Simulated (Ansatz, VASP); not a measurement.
**Two plane-wave programs on HfO2**

```
CELL_PARAMETERS angstrom
5.11560 0.00000 0.00000
0.00000 5.17220 0.00000
-0.84471 0.00000 5.22698
ATOMIC_POSITIONS crystal
Hf 0.27664 0.04178 0.20820
Hf 0.72336 0.54178 0.29180
Hf 0.72336 0.95822 0.79180
Hf 0.27664 0.45822 0.70820
O 0.07214 0.33760 0.34075
O 0.92786 0.83760 0.15925
O 0.92786 0.66240 0.65925
O 0.07214 0.16240 0.84075
O 0.44647 0.75825 0.47958
O 0.55353 0.25825 0.02042
O 0.55353 0.24175 0.52042
O 0.44647 0.74175 0.97958
```

Alike in both runs: functional PBE; k mesh 5 × 5 × 5; occupations fermi-dirac, width 0.02 eV; no spin polarisation.

Ansatz relaxed the structure, and its values are those at the end. VASP's run is a single point on that final structure, the one shown.

|  | VASP | Ansatz |
| --- | --- | --- |
| version | VASP 6.6.1 | Ansatz 0.2.0 |
| potentials or method | VASP PAW PBE potentials, release 64 (Hf_pv, O) | plane-wave PAW, scalar-relativistic |
| plane-wave cutoff (eV) | 520 | 420 |
| valence electrons in the cell | 88 | 152 |

```tsv
	VASP	Ansatz	Ansatz less VASP
gap on the k mesh at the Fermi level (eV)	4.08	4.13	+0.041
pressure (GPa)	2.0	5.2	+3.19
rms of the force components (eV/Å)	0.032	0.003	-0.0290
```

The functional is the same, so the differences come from potentials, cutoffs and numerics. VASP's potentials hold 88 valence electrons a cell and Ansatz's 152, so a difference there can come from the potentials and not from the codes. Ansatz's warnings: stress scf threshold loose.

Spin-orbit coupling is off throughout.
